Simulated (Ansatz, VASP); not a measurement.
Two plane-wave programs on Si2Mo

File INCAR:

```
PREC = Accurate
ENCUT = 600
EDIFF = 1E-6
ISMEAR = -1
SIGMA = 0.05
LREAL = F
LASPH = T
NELM = 100
ALGO = Normal
ISIF = 3
LWAVE = F
LCHARG = F
GGA = PE
IBRION = 2
NSW = 60
EDIFFG = -0.01
```

The input KPOINTS:

```
regular mesh
0
Gamma
  12 12 12
```

The input POSCAR:

```
Si2Mo
1.0
   -1.6000000000      1.6000000000      3.9305000000
    1.6000000000     -1.6000000000      3.9305000000
    1.6000000000      1.6000000000     -3.9305000000
Mo Si
1 2
Direct
    0.0000000000      0.0000000000      0.0000000000
    0.6670000000      0.6670000000      0.0000000000
    0.3330000000      0.3330000000      0.0000000000
```

input.yaml

```yaml
crystal:
  lattice:
    - [-1.6, 1.6, 3.9305]
    - [1.6, -1.6, 3.9305]
    - [1.6, 1.6, -3.9305]
  atoms:
    - { symbol: Mo, position: [0.0, 0.0, 0.0] }
    - { symbol: Si, position: [0.667, 0.667, 0.0] }
    - { symbol: Si, position: [0.333, 0.333, 0.0] }
hamiltonian:
  xc: pbe
  pseudopotentials: { kind: paw }
kpoints:
  mp_grid: { grid: [12, 12, 12] }
scf:
  occupations: { method: fermi_dirac, width: 0.05 }
output:
  forces: true
  stress: true
  write_density: true
  write_potential: true
  elf: true
  volumetric_format: npy
relax:
  f_tol: 0.01
  max_steps: 40
  cell: { stress_tol: 0.05 }
```

Alike in both runs: task relaxation of cell and atoms; functional PBE; k mesh 12 × 12 × 12; occupations fermi-dirac, width 0.05 eV; no spin polarisation.

|  | VASP | Ansatz |
| --- | --- | --- |
| version | VASP 6.6.1 | Ansatz 0.2.0 |
| potentials or method | VASP PAW PBE potentials, release 64 (Mo_sv, Si) | Ansatz PAW |
| plane-wave cutoff (eV) | 600 | 420 |
| valence electrons in the cell | 22 | 22 |

Ansatz gave:

```
gap on the k mesh at the Fermi level, each at its own relaxed structure (eV) : none
relaxed volume (Å³/atom)                                                     : 13.58
relaxed length of the cell vector where the two differ most in proportion (Å)              : 4.547
```

**Question.** Which values does VASP return?

**Answer.** gap on the k mesh at the Fermi level, each at its own relaxed structure (eV): none; relaxed volume (Å³/atom): 13.59; relaxed length of the cell vector where the two differ most in proportion (Å): 4.548.

A gap of «none» marks a metal or a gap that the smearing closes.

Noted on Ansatz's run: the plane-wave basis is chosen anew once the cell has moved, so the energies of steps on either side of that aren't comparable.
